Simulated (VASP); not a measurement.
In:

```
CELL_PARAMETERS angstrom
3.36384 0.00000 0.00000
-1.68192 2.91317 0.00000
0.00000 0.00000 10.79971
ATOMIC_POSITIONS crystal
In 0.00000 0.00000 0.00000
In 0.33333 0.66667 0.25000
In 0.00000 0.00000 0.50000
In 0.66667 0.33333 0.75000
```

This isn't the form of In at room conditions, which is tetragonal.

| Item | Value |
| --- | --- |
| Program | VASP 6.6.1 |
| Task | relaxation of cell and atoms |
| Functional | PBE |
| Potentials or basis | VASP PAW PBE potentials, release 64 (In_d) |
| Cutoff | 500 eV |
| k mesh | 12 × 12 × 4 |
| Occupations | gaussian, width 0.1 eV |
| Spin | no spin polarisation |

At the start: pressure 1.5 GPa; volume 26.46 Å³/atom.

**Question.** Where does the relaxation end?

**Answer.** Over 3 steps the energy falls by 4.7 meV/atom and the volume is 27.51 Å³/atom (+4.0 %); space group P6_3/mmc (No. 194, to 0.1 Å) before and after.

The path:
```
step  energy change (eV)  largest force (eV/Å)  pressure (GPa)  volume (Å³)
   1              0.0000                0.0000            1.50       105.83
   2             -0.0186                0.0000            0.11       109.66
   3             -0.0187                0.0000           -0.02       110.03
```

Final structure:
```cif
data_structure
_symmetry_space_group_name_H-M 'P 1'
_symmetry_Int_Tables_number 1
_cell_length_a 3.4075
_cell_length_b 3.4075
_cell_length_c 10.9422
_cell_angle_alpha 90.000
_cell_angle_beta 90.000
_cell_angle_gamma 120.000
_cell_volume 110.03
loop_
_atom_site_label
_atom_site_type_symbol
_atom_site_fract_x
_atom_site_fract_y
_atom_site_fract_z
_atom_site_occupancy
In1 In 0.00000 0.00000 0.00000 1
In2 In 0.33333 0.66667 0.25000 1
In3 In 0.00000 0.00000 0.50000 1
In4 In 0.66667 0.33333 0.75000 1
```
